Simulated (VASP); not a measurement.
YGe: single point with LDA

The system is YGe.

```xyz
4
Lattice="5.7739 0.0000 0.0000 -4.1857 3.9772 0.0000 0.0000 0.0000 3.9546" Properties=species:S:1:pos:R:3 pbc="T T T"
Y    -2.8053    3.4259    0.9886
Y     4.3935    0.5513    2.9659
Ge   -0.0463    2.3242    0.9886
Ge    1.6345    1.6530    2.9659
```

```json
{"Program": "VASP 6.6.1", "Task": "single point", "Functional": "LDA", "Potentials or basis": "VASP PAW LDA potentials, release 64 (Y_sv, Ge_d)", "Cutoff": "520 eV", "k mesh": "7 × 7 × 7", "Occupations": "gaussian, width 0.05 eV", "Spin": "no spin polarisation", "Dipole correction": "no", "Further INCAR settings": "ALGO = Normal; EDIFF = 1e-07; NBANDS = 33"}
```

```json
{"Pressure": "-4.7 GPa", "Largest force": "0.073 eV/Å", "Band gap on the k mesh": "zero (bands 25 and 26 overlap by 1.37 eV)"}
```

Forces in eV/Å, atoms in the order of the input:
```
Y   -0.068  0.027  0.000
Y    0.068 -0.027  0.000
Ge  -0.055  0.022  0.000
Ge   0.055 -0.022  0.000
```

Stress tensor (GPa, compression positive):
```
-4.93  0.01  0.00
 0.01 -4.90  0.00
 0.00  0.00 -4.41
```

Levels at points of the mesh, in eV from the Fermi level:
| k point | band 23 | band 24 | band 25 | band 26 | band 27 | band 28 |
| --- | --- | --- | --- | --- | --- | --- |
| (0.00, 0.00, 0.00) | -1.22 | -0.95 | 0.32 | 0.58 | 1.39 | 2.49 |

Wall time 6.2 min on 1 thread of Intel Xeon 8259CL, with other jobs on the host, peak memory 0.34 GiB.

Caveat: the cell stands under tension.
